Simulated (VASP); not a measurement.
Here is a VASP 6.6.1 calculation.

File INCAR:

```
SYSTEM = GaSb3
  ALGO = Normal
  EDIFF = 1E-6
  ENCUT = 500
  GGA = PE
  GGA_COMPAT = .False.
  ISIF = 2
  ISMEAR = 0
  LASPH = .True.
  LCHARG = .True.
  LELF = .True.
  LREAL = .False.
  LVHAR = .True.
  LWAVE = .False.
  NBANDS = 22
  NELM = 120
  PREC = Accurate
  SIGMA = 0.1
```

The input KPOINTS:

```
k-points
0
Gamma
  12 12 12
  0 0 0
```

POSCAR

```
GaSb3
1.0
    0.0000000000      3.7177382742      3.7177382742
    3.7177382742      0.0000000000      3.7177382742
    3.7177382742      3.7177382742      0.0000000000
Ga Sb
1 3
Direct
    0.0000000000      0.0000000000      0.0000000000
    0.2500000000      0.2500000000      0.2500000000
    0.7500000000      0.7500000000      0.7500000000
    0.5000000000      0.5000000000      0.5000000000
```

Potentials or basis: VASP PAW PBE potentials, release 64 (Ga_d, Sb).

Command:

```bash
$ cat potpaw_PBE.64/Ga_d/POTCAR potpaw_PBE.64/Sb/POTCAR > POTCAR
$ mpirun -np 1 vasp_std > vasp.out
```

Predict the band gap on the k mesh.

zero (band 14 reaches 9.03 eV, above the bottom of band 15 at 5.17 eV).

Estimate the pressure.

-0.1 GPa.

Caveat: spin-orbit coupling is left out, which moves the levels of the heavy elements.
